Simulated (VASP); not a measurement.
Runs of VASP 6.6.1 on Si. The structure is that of space group P-3m1 (No. 164), or close to it. The cells are those of the table. 

| task | cell | k mesh | gap on the mesh (eV) | pressure (GPa) | relaxed volume (Å³/atom) | largest force (eV/Å) |
| --- | --- | --- | --- | --- | --- | --- |
| single point | a = 3.628, b = 3.628, c = 3.772 Å, angles 90.0, 90.0, 120.0°, 2 atoms | 6 × 6 × 4 | none | 20.0 | - | (a) |
| single point | a = 3.709, b = 3.709, c = 2.965 Å, angles 90.0, 90.0, 120.0°, 2 atoms | 6 × 6 × 6 | none | (b) | - | 0.01 |
| relaxation of cell and atoms | relaxed from a = 3.697, b = 3.697, c = 2.980 Å, angles 90.0, 90.0, 120.0°, 2 atoms | 6 × 6 × 6 | none | -0.2 | 17.69 | 0.03 |
| relaxation of cell and atoms | relaxed from a = 3.628, b = 3.628, c = 3.772 Å, angles 90.0, 90.0, 120.0°, 2 atoms | 6 × 6 × 4 | none | -0.1 | 18.56 | - |
| single point | a = 3.697, b = 3.697, c = 2.980 Å, angles 90.0, 90.0, 120.0°, 2 atoms | 6 × 6 × 4 | none | -0.1 | - | - |

Alike in all rows: level PBE; potentials or basis VASP PAW PBE potentials, release 64 (Si); no spin polarisation; cutoff (eV) 500; smearing gaussian 0.1 eV.

Question: Fill in the values left out.

Answer: (a) 0.87; (b) 0.0.

Caveats: some runs use coarse meshes.

A gap of «none» marks levels without a gap at the run's occupations.
